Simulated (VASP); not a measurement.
Here is a VASP 6.6.1 calculation.

Contents of INCAR:

```
SYSTEM = SiO2
PREC = Accurate ; ENCUT = 520
EDIFF = 1E-6 ; ISMEAR = 0
SIGMA = 0.05 ; LREAL = .FALSE.
LASPH = .TRUE. ; NELM = 60
ALGO = Normal ; ISIF = 2
LWAVE = .FALSE. ; LCHARG = .FALSE.
GGA = CA ; NBANDS = 25
```

File KPOINTS:

```
Automatic mesh
0
G
  6 6 10
  0 0 0
```

POSCAR

```
SiO2
1.0
    3.9155720391      0.0000000000      0.0000000000
    0.0000000000      3.9155720391      0.0000000000
    0.0000000000      0.0000000000      2.9010473238
Si O
2 4
Direct
    0.5000000000      0.5000000000      0.5000000000
    0.0000000000      0.0000000000      0.0000000000
    0.6944252994      0.6944252994      0.0000000000
    0.1944252994      0.8055747006      0.5000000000
    0.3055747006      0.3055747006      0.0000000000
    0.8055747006      0.1944252994      0.5000000000
```

Potentials or basis: VASP PAW LDA potentials, release 64 (Si, O).

Run with:

```bash
$ cat potpaw_LDA.64/Si/POTCAR potpaw_LDA.64/O/POTCAR > POTCAR
$ mpirun -np 1 vasp_std > vasp.out
```

(1) Predict the largest force.

(2) Predict the pressure.

(3) Predict the band gap on the k mesh.

## Answers

(1) 0.633 eV/Å.

(2) 11.1 GPa.

(3) 4.92 eV, direct.
